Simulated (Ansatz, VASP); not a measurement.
# KBr: VASP beside Ansatz

```xyz
2
Lattice="0.0000 3.6883 3.6883 3.6883 0.0000 3.6883 3.6883 3.6883 0.0000" Properties=species:S:1:pos:R:3 pbc="T T T"
K     0.0000    0.0000    0.0000
Br    1.8441    1.8441    1.8441
```

Alike in both runs: task single point; functional PBEsol; k mesh 4 × 4 × 4; no spin polarisation.

|  | VASP | Ansatz |
| --- | --- | --- |
| version | VASP 6.6.1 | Ansatz 0.2.0 |
| potentials or method | VASP PAW PBE potentials, release 64 (K_sv, Br) | plane waves |
| plane-wave cutoff (eV) | 500 | 420 |
| occupations | gaussian, width 0.01 eV | fixed |
| valence electrons in the cell | 16 | 16 |

Ansatz gave:

| Property | Result |
| --- | --- |
| gap on the k mesh at the Fermi level (eV) | 4.30 |
| pressure (GPa) | -0.2 |

Q: Which values does VASP return?

A: gap on the k mesh at the Fermi level (eV): 4.29; pressure (GPa): -0.2.

VASP's potentials were made for PBE, not for PBEsol.
